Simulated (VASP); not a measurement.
Write the native input for VASP 6.6.1 that does the following.

| Quantity | Value |
| --- | --- |
| Task | single point |
| Functional | LDA |
| Potentials or basis | VASP PAW LDA potentials, release 64 (K_sv, Cr_pv, F) |
| Cutoff | 520 eV |
| k mesh | 5 × 5 × 5 |
| Occupations | fermi-dirac, width 0.05 eV |
| Spin | collinear spin, ferromagnetic start |
| Starting moments | [0.0, 3.0, 0.0, 0.0, 0.0] μB |
| Dipole correction | no |
| Further INCAR settings | ALGO = Normal; EDIFF = 1e-07; NBANDS = 33 |

The structure of KCrF3 lies in POSCAR:

```
KCrF3
1.0
    4.2196360000      0.0000000000      0.0000000000
    0.0000000000      4.2196360000      0.0000000000
    0.0000000000      0.0000000000      4.2196360000
K Cr F
1 1 3
Direct
    0.5000000000      0.5000000000      0.5000000000
    0.0000000000      0.0000000000      0.0000000000
    0.5000000000      0.0000000000      0.0000000000
    0.0000000000      0.0000000000      0.5000000000
    0.0000000000      0.5000000000      0.0000000000
```

One way to write it, as run:

INCAR

```
PREC     = Accurate       # precision mode
ENCUT    = 520            # plane-wave cutoff, eV
EDIFF    = 1E-7           # SCF threshold, eV
ISMEAR   = -1             # smearing method
SIGMA    = 0.05           # smearing width, eV
LREAL    = F              # projectors in reciprocal space
LASPH    = T              # aspherical terms in the spheres
NELM     = 150            # most SCF steps
ALGO     = Normal         # electronic algorithm
ISIF     = 2              # what is computed and relaxed
LWAVE    = F              # write WAVECAR
LCHARG   = F              # write CHGCAR
ISPIN    = 2              # spin polarisation
MAGMOM   = 0 3 0 0 0      # initial moments
LORBIT   = 11             # projections on sites
LMAXMIX  = 4              # l up to which the mixer works
GGA      = CA             # functional
NBANDS   = 33             # bands
```

KPOINTS

```
regular mesh
0
Gamma
  5 5 5
```

Potentials or basis: VASP PAW LDA potentials, release 64 (K_sv, Cr_pv, F).

Run with:

```bash
$ cat potpaw_LDA.64/K_sv/POTCAR potpaw_LDA.64/Cr_pv/POTCAR potpaw_LDA.64/F/POTCAR > POTCAR
$ mpirun -np 1 vasp_std > vasp.out
```

It gave:

```yaml
Pressure: -8.6 GPa
Band_gap_on_the_k_mesh: zero (filled and empty bands overlap)
Net_moment: 4.00 μB per cell
Site_moments: K +0.00; Cr +3.67; F +0.02 μB
Valence_electrons_inside_the_program's_atomic_spheres: K 7.53; Cr 10.45; F 6.05
```

Caveat: a cell with one magnetic atom can't hold antiferromagnetic order, which such compounds often take; semilocal functionals often make such compounds metallic where correlation or magnetic order opens a gap, which also shifts bond lengths.

Wall time 81 s on 1 thread of AMD EPYC 7R13, on a shared host, peak memory 0.15 GiB.
